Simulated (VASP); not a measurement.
# MoS2 (P6_3/mmc) in VASP: notebook

The runs below take MoS2 through electric field gradients, with LDA.

Program: VASP 6.6.1. These are calculated values, not measurements. Logs are shortened: lines on timing, memory, paths and dates and some standing lists are left out, and cuts for length are marked.

## 1. The cell of the first run

Symmetry: P6_3/mmc, No. 194, hexagonal system. The conventional cell has a = 3.096 Å, b = 3.096 Å, c = 12.044 Å, α = 90.00°, β = 90.00°, γ = 120.00°. Within 3.1 Å of Mo (site symmetry -6m2) lie 6 S at 2.32 Å and 6 Mo at 3.10 Å. Within 3.1 Å of S (site symmetry 3m) lie 3 Mo at 2.32 Å and 7 S at 2.95 to 3.10 Å.

## 2. Electric field gradients, LDA (16.67 Å³/atom)

The input, INCAR:

```
ALGO = Normal ; EDIFF = 1E-8
ENCUT = 520 ; ISIF = 2
ISMEAR = -1 ; LASPH = T
LCHARG = F ; LEFG = T
LREAL = F ; LWAVE = F
NBANDS = 35 ; NELM = 80
PREC = Accurate ; SIGMA = 0.03
```

The input, KPOINTS:

```
k-points
0
Gamma
  10 10 3
```

The input, POSCAR:

```
MoS2
1.0
    3.0964732586      0.0000000000      0.0000000000
   -1.5482366293      2.6816245041      0.0000000000
    0.0000000000      0.0000000000     12.0440112067
Mo S
2 4
Direct
    0.3333333333      0.6666666667      0.2500000000
    0.6666666667      0.3333333333      0.7500000000
    0.3333333333      0.6666666667      0.6275000000
    0.6666666667      0.3333333333      0.1275000000
    0.3333333333      0.6666666667      0.8725000000
    0.6666666667      0.3333333333      0.3725000000
```

Potentials or basis: VASP PAW LDA potentials, release 64 (Mo_sv, S).

Launch:

```sh
$ cat potpaw_LDA.64/Mo_sv/POTCAR potpaw_LDA.64/S/POTCAR > POTCAR
$ mpirun -np 1 vasp_std > vasp.out
```

OUTCAR:

```text
EDIFF = 1E-8
   ENCUT = 520
   ISIF = 2
   ISMEAR = -1
   LASPH = T
   LREAL = F
   NELM = 80
   PREC = Accurate

 ion  position               nearest neighbor table
   1  0.333  0.667  0.250-   4 2.32   6 2.32   4 2.32   6 2.32   4 2.32   6 2.32
   2  0.667  0.333  0.750-   3 2.32   5 2.32   3 2.32   5 2.32   3 2.32   5 2.32
   3  0.333  0.667  0.627-   2 2.32   2 2.32   2 2.32
   4  0.667  0.333  0.127-   1 2.32   1 2.32   1 2.32
   5  0.333  0.667  0.873-   2 2.32   2 2.32   2 2.32
   6  0.667  0.333  0.373-   1 2.32   1 2.32   1 2.32

  LATTYP: Found a hexagonal cell.
 ALAT       =     3.0964732586
 C/A-ratio  =     3.8895899305

  Lattice vectors:

 A1 = (   3.0964732586,   0.0000000000,   0.0000000000)
 A2 = (  -1.5482366293,   2.6816245041,   0.0000000000)
 A3 = (   0.0000000000,   0.0000000000,  12.0440112067)

Analysis of symmetry for initial positions (statically):
=====================================================================
 Subroutine PRICEL returns:
 Original cell was already a primitive cell.

 Routine SETGRP: Setting up the symmetry group for a
 hexagonal supercell.

 Subroutine GETGRP returns: Found 24 space group operations
 (whereof 12 operations were pure point group operations)
 out of a pool of 24 trial point group operations.

The static configuration has the point symmetry D_3d.
 The point group associated with its full space group is D_6h.

Analysis of symmetry for dynamics (positions and initial velocities):
=====================================================================
 Subroutine PRICEL returns:
 Original cell was already a primitive cell.

 Routine SETGRP: Setting up the symmetry group for a
 hexagonal supercell.

 Subroutine GETGRP returns: Found 24 space group operations
 (whereof 12 operations were pure point group operations)
 out of a pool of 24 trial point group operations.

The dynamic configuration has the point symmetry D_3d.
 The point group associated with its full space group is D_6h.

 Subroutine INISYM returns: Found 24 space group operations
 (whereof 12 operations are pure point group operations),
 and found     1 'primitive' translations

----------------------------------------------------------------------------------------

                                     Primitive cell

  volume of cell :     100.0084

  direct lattice vectors                    reciprocal lattice vectors
     3.096473259  0.000000000  0.000000000     0.322948050  0.186454143  0.000000000
    -1.548236629  2.681624504  0.000000000     0.000000000  0.372908287  0.000000000
     0.000000000  0.000000000 12.044011207     0.000000000  0.000000000  0.083028817

  length of vectors
     3.096473259  3.096473259 12.044011207     0.372908287  0.372908287  0.083028817

  position of ions in fractional coordinates (direct lattice)
     0.333333333  0.666666667  0.250000000
     0.666666667  0.333333333  0.750000000
     0.333333333  0.666666667  0.627500000
     0.666666667  0.333333333  0.127500000
     0.333333333  0.666666667  0.872500000
     0.666666667  0.333333333  0.372500000

  ion indices of the primitive-cell ions
   primitive index   ion index
                 1           1
                 2           2
                 3           3
                 4           4
                 5           5
                 6           6

----------------------------------------------------------------------------------------

 KPOINTS: k-points

Automatic generation of k-mesh.
 Grid dimensions read from file:
 generate k-points for:   10   10    3

 Generating k-lattice:

  Cartesian coordinates                     Fractional coordinates (reciprocal lattice)
     0.032294805  0.018645414  0.000000000     0.100000000  0.000000000  0.000000000
[... 54 lines left out ...]
   LNONCOLLINEAR =      F non collinear calculations
   LSORBIT =      F    spin-orbit coupling
   LASPH  =      T    aspherical Exc in radial PAW
   ENCUT  =  520.0 eV  38.22 Ry    6.18 a.u.   5.76  5.76 22.39*2*pi/ulx,y,z
   NELM   =     80;   NELMIN=  2; NELMDL= -5     # of ELM steps
   EDIFF  = 0.1E-07   stopping-criterion for ELM
   LREAL  =      F    real-space projection
   EDIFFG = 0.1E-06   stopping-criterion for IOM
   NSW    =      0    number of steps for IOM
   IBRION =     -1    ionic relax: 0-MD 1-quasi-New 2-CG
   NFREE  =      0    steps in history (QN), initial steepest desc. (CG)
   ISIF   =      2    stress and relaxation
   ISYM   =      2    0-nonsym 1-usesym 2-fastsym
   POTIM  = 0.5000    time-step for ionic-motion
   TEBEG  =    0.0;   TEEND  =   0.0 temperature during run
   PSTRESS=    0.0 pullay stress
   NELECT =      52.0000    total number of electrons
   NUPDOWN=      -1.0000    fix difference up-down
   EMIN   =  10.00;   EMAX   =-10.00  energy-range for DOS
   EFERMI =   0.00;   METHOD = LEGACY
   ISMEAR =    -1;   SIGMA  =   0.03  broadening in eV -4-tet -1-fermi 0-gaus
   EFERMI_NEDOS =   21; number of points for ismear=-14 and -15
   IALGO  =     38    algorithm
   IMIX   =      4    mixing-type and parameters
     AMIX     =   0.40;   BMIX     =  1.00
     AMIX_MAG =   1.60;   BMIX_MAG =  1.00
  volume/ion in A,a.u.               =      16.67       112.48
  Fermi-wavevector in a.u.,A,eV,Ry     =   1.316428  2.487688 23.578663  1.732983
  Thomas-Fermi vector in A             =   2.446541
   LORBIT       =      0    0 simple, 1 ext, 2 COOP (PROOUT), +10 PAW based schemes
   GGA     = CA    functional components
   LHFCALC =     F    Hartree Fock is set to
   AEXX    =    0.0000 exact exchange contribution
   IVDW    =     0    specifies the selected vdW correction
   LEPSILON=     F    determine dielectric tensor
   LRPA    =     F    only Hartree local field effects (RPA)
 non-spin polarized calculation
  energy-cutoff  :      520.00
  volume of cell :      100.01
 maximum number of plane-waves:      2710
 NGX is ok and might be reduce to    24
   NGX = 11   NGY = 11   NGZ = 45

 number of electron      52.0000008 magnetization

 Free energy of the ion-electron system (eV)
  ---------------------------------------------------
  ext. energy  EPLUGINS =         0.00000000
  ---------------------------------------------------
  free energy    TOTEN  =       -48.60319844 eV

  energy without entropy =      -48.60319841  energy(sigma->0) =      -48.60319842

 E-fermi :   8.8751     XC(G=0): -11.3850

 val. band max:        8.5065765078   @ k =   0.0000   0.0000   0.0000
 cond. band min:       9.3223980360   @ k =   0.2000   0.2000   0.0000
 fundamental gap:      0.8158215282
 Fermi energy:         8.8751402245

 k-point     1 :       0.0000    0.0000    0.0000
  band No.  band energies     occupation
      1     -52.8495      2.00000
      2     -52.8495      2.00000
      3     -27.2984      2.00000
      4     -27.2982      2.00000
      5     -26.9869      2.00000
      6     -26.9869      2.00000
[... 901 lines left out ...]
     34      12.4210      0.00000
     35      14.2315      0.00000

 [... further k-points ...]

------------------------ aborting loop because EDIFF is reached ----------------------------------------

  FORCE on cell =-STRESS in cart. coord.  units (eV):
  Direction    XX          YY          ZZ          XY          YZ          ZX
  --------------------------------------------------------------------------------------
  -------------------------------------------------------------------------------------
  Total        6.1671623      6.1671623     11.3758833      0.0000000      0.0000000      0.0000000
  in kB       98.8005837     98.8005837    182.2465271      0.0000000      0.0000000      0.0000000
  external PRESSURE =     126.6158982 kB  Pullay stress =       0.0000000 kB

 VOLUME and BASIS-vectors are now :
 -----------------------------------------------------------------------------
  energy-cutoff  :      520.00
  volume of cell :      100.01
      direct lattice vectors                 reciprocal lattice vectors
     3.096473259  0.000000000  0.000000000     0.322948050  0.186454143  0.000000000
    -1.548236629  2.681624504  0.000000000     0.000000000  0.372908287  0.000000000
     0.000000000  0.000000000 12.044011207     0.000000000  0.000000000  0.083028817

 POSITION                                       TOTAL-FORCE (eV/Angst)
 -----------------------------------------------------------------------------------
     -0.00000      1.78775      3.01100         0.000000      0.000000     -0.000000
      1.54824      0.89387      9.03301        -0.000000     -0.000000     -0.000000
     -0.00000      1.78775      7.55762        -0.000000     -0.000000     -1.997436
      1.54824      0.89387      1.53561         0.000000      0.000000     -1.997436
     -0.00000      1.78775     10.50840         0.000000     -0.000000      1.997436
      1.54824      0.89387      4.48639         0.000000      0.000000      1.997436
 -----------------------------------------------------------------------------------
    total drift:                               -0.000000      0.000000     -0.000000

  FREE ENERGIE OF THE ION-ELECTRON SYSTEM (eV)
  ---------------------------------------------------
  free  energy   TOTEN  =       -48.6031984378 eV

  energy  without entropy=      -48.6031984096  energy(sigma->0) =      -48.60319842

 Electric field gradients (V/A^2)
---------------------------------------------------------------------
 ion       V_xx      V_yy      V_zz      V_xy      V_xz      V_yz
---------------------------------------------------------------------
   1      52.240    52.239  -104.479    -0.000     0.000    -0.000
   2      52.240    52.239  -104.479    -0.000    -0.000     0.000
   3      33.635    33.635   -67.270    -0.000    -0.000     0.000
   4      33.635    33.635   -67.270    -0.000     0.000    -0.000
   5      33.635    33.635   -67.270    -0.000     0.000    -0.000
   6      33.635    33.635   -67.270    -0.000    -0.000     0.000
---------------------------------------------------------------------

 Electric field gradients after diagonalization (V/A^2)
 (convention: |V_zz| > |V_xx| > |V_yy|)
----------------------------------------------------------------------
 ion       V_xx      V_yy      V_zz     asymmetry (V_yy - V_xx)/ V_zz
----------------------------------------------------------------------
   1      52.240    52.239  -104.479       0.000
   2      52.240    52.239  -104.479       0.000
   3      33.635    33.635   -67.270       0.000
   4      33.635    33.635   -67.270       0.000
   5      33.635    33.635   -67.270       0.000
   6      33.635    33.635   -67.270       0.000
----------------------------------------------------------------------

           NMR quadrupolar parameters

 Cq : quadrupolar parameter    Cq=e*Q*V_zz/h
 eta: asymmetry parameters     (V_yy - V_xx)/ V_zz
 Q  : nuclear electric quadrupole moment in mb (millibarn)
----------------------------------------------------------------------
 ion       Cq(MHz)       eta       Q (mb)
----------------------------------------------------------------------
   1      -0.253       0.000       1.000
   2      -0.253       0.000       1.000
   3      -0.163       0.000       1.000
   4      -0.163       0.000       1.000
   5      -0.163       0.000       1.000
   6      -0.163       0.000       1.000
----------------------------------------------------------------------
```

Wall time 2.5 min (1 thread of Intel Xeon 8259CL, shared host); peak memory 0.22 GiB.

Results:

* Free energy: -48.6032 eV
* Pressure: 12.7 GPa
* Largest force: 1.997 eV/Å
* Band gap on the k mesh: 0.82 eV (least direct gap 2.02 eV)
* Largest electric field gradient by atom: Mo -104.5; S -67.3 V/Å²

Forces in eV/Å, atoms in the order of the input:
```
Mo   0.000  0.000  0.000
Mo   0.000  0.000  0.000
S    0.000  0.000 -1.997
S    0.000  0.000 -1.997
S    0.000  0.000  1.997
S    0.000  0.000  1.997
```

Electric field gradients, principal values (V/Å²):
| atom | least | middle | greatest (by size) |
| --- | --- | --- | --- |
| 1 Mo | 52.239 | 52.240 | -104.479 |
| 2 Mo | 52.239 | 52.240 | -104.479 |
| 3 S | 33.635 | 33.635 | -67.270 |
| 4 S | 33.635 | 33.635 | -67.270 |
| 5 S | 33.635 | 33.635 | -67.270 |
| 6 S | 33.635 | 33.635 | -67.270 |

Caveat: the cell stands under pressure; without QUAD_EFG the Cq values of the log hold for a quadrupole moment of 1 mb, not for the nuclei; an odd mesh through Γ misses points on the zone boundary, where band edges can lie; forces of over 1 eV/Å act on the atoms, so gaps and moduli don't describe the material at rest.

## 3. Electric field gradients, LDA (17.91 Å³/atom)

This run uses another cell than the first one, of 17.91 Å³/atom.

The input, INCAR:

```
SYSTEM = MoS2
PREC = Accurate ; ENCUT = 520
EDIFF = 1E-8 ; ISMEAR = -1
SIGMA = 0.03 ; LREAL = .False.
LASPH = .True. ; NELM = 80
ALGO = Normal ; ISIF = 2
LWAVE = .False. ; LCHARG = .False.
LEFG = .True. ; NBANDS = 35
```

The input, KPOINTS:

```
Automatic mesh
0
Gamma
  10 10 3
  0 0 0
```

POSCAR: that of step 2 with these lines changed.

```diff
@@ -2,5 +2,5 @@
 1.0
-    3.0964732586      0.0000000000      0.0000000000
-   -1.5482366293      2.6816245041      0.0000000000
-    0.0000000000      0.0000000000     12.0440112067
+    3.1715033452      0.0000000000      0.0000000000
+   -1.5857516726      2.7466024651      0.0000000000
+    0.0000000000      0.0000000000     12.3358474762
 Mo S
```

Potentials or basis: VASP PAW LDA potentials, release 64 (Mo_sv, S).

Launch:

```sh
$ cat potpaw_LDA.64/Mo_sv/POTCAR potpaw_LDA.64/S/POTCAR > POTCAR
$ mpirun -np 1 vasp_std > vasp.out
```

OUTCAR:

```text
SYSTEM = MoS2
   PREC = Accurate
   ENCUT = 520
   EDIFF = 1E-8
   ISMEAR = -1
   LREAL = .False.
   LASPH = .True.
   NELM = 80
   ISIF = 2

 ion  position               nearest neighbor table
   1  0.333  0.667  0.250-   4 2.37   6 2.37   4 2.37   6 2.37   4 2.37   6 2.37
   2  0.667  0.333  0.750-   3 2.37   5 2.37   3 2.37   5 2.37   3 2.37   5 2.37
   3  0.333  0.667  0.627-   2 2.37   2 2.37   2 2.37
   4  0.667  0.333  0.127-   1 2.37   1 2.37   1 2.37
   5  0.333  0.667  0.873-   2 2.37   2 2.37   2 2.37
   6  0.667  0.333  0.373-   1 2.37   1 2.37   1 2.37

  LATTYP: Found a hexagonal cell.
 ALAT       =     3.1715033452
 C/A-ratio  =     3.8895899306

  Lattice vectors:

[... 1151 lines left out ...]
   3      31.106    31.107   -62.214     0.001     0.000    -0.000
   4      31.106    31.107   -62.214     0.001    -0.000     0.000
   5      31.106    31.107   -62.214     0.001    -0.000     0.000
   6      31.106    31.107   -62.214     0.001     0.000    -0.000
---------------------------------------------------------------------

 Electric field gradients after diagonalization (V/A^2)
 (convention: |V_zz| > |V_xx| > |V_yy|)
----------------------------------------------------------------------
 ion       V_xx      V_yy      V_zz     asymmetry (V_yy - V_xx)/ V_zz
----------------------------------------------------------------------
   1      47.729    47.727   -95.456       0.000
   2      47.729    47.727   -95.456       0.000
   3      31.107    31.106   -62.214       0.000
   4      31.107    31.106   -62.214       0.000
   5      31.107    31.106   -62.214       0.000
   6      31.107    31.106   -62.214       0.000
----------------------------------------------------------------------

           NMR quadrupolar parameters

 Cq : quadrupolar parameter    Cq=e*Q*V_zz/h
 eta: asymmetry parameters     (V_yy - V_xx)/ V_zz
 Q  : nuclear electric quadrupole moment in mb (millibarn)
----------------------------------------------------------------------
 ion       Cq(MHz)       eta       Q (mb)
----------------------------------------------------------------------
   1      -0.231       0.000       1.000
   2      -0.231       0.000       1.000
   3      -0.150       0.000       1.000
   4      -0.150       0.000       1.000
   5      -0.150       0.000       1.000
   6      -0.150       0.000       1.000
----------------------------------------------------------------------
```

OSZICAR:

```text
N       E                     dE             d eps       ncg     rms          rms(c)
DAV:   1     0.464730055629E+03    0.46473E+03   -0.28915E+04  2160   0.141E+03
DAV:   2    -0.242946725292E+02   -0.48902E+03   -0.47293E+03  2282   0.381E+02
DAV:   3    -0.512538054990E+02   -0.26959E+02   -0.26070E+02  2361   0.795E+01
DAV:   4    -0.518091844264E+02   -0.55538E+00   -0.55419E+00  2310   0.113E+01
DAV:   5    -0.518188075443E+02   -0.96231E-02   -0.96211E-02  2298   0.158E+00    0.373E+01
DAV:   6    -0.495367806997E+02    0.22820E+01   -0.11621E+01  2203   0.231E+01    0.120E+01
DAV:   7    -0.491511872339E+02    0.38559E+00   -0.42366E+00  2171   0.144E+01    0.917E+00
DAV:   8    -0.488746586362E+02    0.27653E+00   -0.65637E-01  2217   0.588E+00    0.226E+00
DAV:   9    -0.488764323642E+02   -0.17737E-02   -0.54276E-02  2232   0.111E+00    0.856E-01
DAV:  10    -0.488727826567E+02    0.36497E-02   -0.19513E-02  2175   0.956E-01    0.305E-01
DAV:  11    -0.488726227910E+02    0.15987E-03   -0.12330E-03  2175   0.217E-01    0.121E-01
DAV:  12    -0.488725255375E+02    0.97253E-04   -0.21037E-04  2197   0.776E-02    0.880E-02
DAV:  13    -0.488725098900E+02    0.15647E-04   -0.12262E-04  2306   0.571E-02    0.172E-02
DAV:  14    -0.488725094459E+02    0.44412E-06   -0.81437E-06  2124   0.167E-02    0.155E-02
DAV:  15    -0.488725095624E+02   -0.11645E-06   -0.91995E-07  2210   0.405E-03    0.241E-03
DAV:  16    -0.488725095250E+02    0.37427E-07   -0.27616E-07  2194   0.340E-03    0.175E-03
DAV:  17    -0.488725095248E+02    0.12642E-09   -0.20874E-08  1514   0.989E-04
   1 F= -.48872510E+02 E0= -.48872510E+02  d E =-.238767E-07
```

stdout:

```text
POSCAR found type information on POSCAR MoS
 POSCAR found :  2 types and       6 ions
 scaLAPACK will be used
 LDA part: xc-table for (Slater(with rela. corr.)+CA(PZ))
 , standard interpolation
 POSCAR, INCAR and KPOINTS ok, starting setup
 FFT: planning ... GRIDC
 FFT: planning ... GRID_SOFT
 FFT: planning ... GRID
 WAVECAR not read
 entering main loop
ion   1

ion   2

ion   3

ion   4

ion   5

ion   6
```

It took 2.4 min on 1 thread of Intel Xeon 8259CL, shared host; peak memory 0.24 GiB.

Results:

| Property | Result |
| --- | --- |
| Free energy | -48.8725 eV |
| Pressure | -0.4 GPa |
| Largest force | 0.581 eV/Å |
| Band gap on the k mesh | 0.84 eV (least direct gap 1.85 eV) |
| Largest electric field gradient by atom | Mo -95.5; S -62.2 V/Å² |

Forces in eV/Å, atoms in the order of the input:
```
Mo   0.000  0.000  0.000
Mo   0.000  0.000  0.000
S    0.000  0.000 -0.581
S    0.000  0.000 -0.581
S    0.000  0.000  0.581
S    0.000  0.000  0.581
```

Electric field gradients, principal values (V/Å²):
```csv
atom,least,middle,greatest (by size)
1 Mo,47.727,47.729,-95.456
2 Mo,47.727,47.729,-95.456
3 S,31.106,31.107,-62.214
4 S,31.106,31.107,-62.214
5 S,31.106,31.107,-62.214
6 S,31.106,31.107,-62.214
```

Caveat: without QUAD_EFG the Cq values of the log hold for a quadrupole moment of 1 mb, not for the nuclei; an odd mesh through Γ misses points on the zone boundary, where band edges can lie.

(Continued in part 2 of 2.)
